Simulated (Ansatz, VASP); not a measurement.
## Sn: VASP beside Ansatz

The input POSCAR:

```
Sn
1.0
   -1.9669372302      1.9669372302      1.8912857983
    1.9669372302     -1.9669372302      1.8912857983
    1.9669372302      1.9669372302     -1.8912857983
Sn
1
Direct
    0.0000000000      0.0000000000      0.0000000000
```

File INCAR.step1:

```
SYSTEM = Sn
  ALGO = Normal
  EDIFF = 1E-4
  ENCUT = 520
  GGA = PE
  ISMEAR = 0
  LASPH = .TRUE.
  LCHARG = .FALSE.
  LREAL = .FALSE.
  LWAVE = .TRUE.
  NBANDS = 13
  NELM = 60
  PREC = Accurate
  SIGMA = 0.15
```

Contents of INCAR.step2:

```
SYSTEM = Sn
  ALGO = Normal
  EDIFF = 1E-6
  ENCUT = 520
  ISIF = 2
  ISMEAR = 0
  ISTART = 1
  LASPH = .TRUE.
  LCHARG = .FALSE.
  LMIXTAU = .TRUE.
  LREAL = .FALSE.
  LWAVE = .FALSE.
  METAGGA = R2SCAN
  NBANDS = 13
  NELM = 60
  PREC = Accurate
  SIGMA = 0.15
```

KPOINTS

```
k-points
0
G
  22 22 22
  0 0 0
```

Input for Ansatz:

```yaml
crystal:
  lattice:
    - [-1.9669372302, 1.9669372302, 1.8912857983]
    - [1.9669372302, -1.9669372302, 1.8912857983]
    - [1.9669372302, 1.9669372302, -1.8912857983]
  atoms:
    - { symbol: Sn, position: [0.0, 0.0, 0.0] }
basis:
  ecutwfc: 500
kpoints:
  mp_grid: { grid: [22, 22, 22] }
hamiltonian:
  xc: r2scan
scf:
  occupations: { method: gaussian, width: 0.15 }
output:
  forces: true
  stress: true
  eigenvalues: true
  write_density: true
  write_potential: true
  elf: true
  volumetric_format: npy
```

Change from the starting cell: strain +0.0400 x Voigt [1, 1, 0, 0, 0, 0], atoms carried along.

Alike in both runs: task single point; functional r2SCAN; k mesh 22 × 22 × 22; occupations gaussian, width 0.15 eV; no spin polarisation.

|  | VASP | Ansatz |
| --- | --- | --- |
| version | VASP 6.6.1 | Ansatz 0.2.0 |
| potentials or method | VASP PAW PBE potentials, release 64 (Sn_d), cutoff 520 eV | scalar-relativistic, plane waves, PAW |
| valence electrons in the cell | 14 | 14 |

|  | VASP | Ansatz | Ansatz less VASP |
| --- | --- | --- | --- |
| gap on the k mesh at the Fermi level (eV) | none | none | - |
| pressure (GPa) | -3.5 | -3.5 | +0.02 |
| traceless stress, the component that is largest in VASP (GPa) | -0.70 | -0.70 | -0.005 |

VASP's potentials were made for PBE, not for r2SCAN. A gap of «none» marks a metal or a gap that the smearing closes. The functional is the same, so the differences come from potentials, cutoffs and numerics.
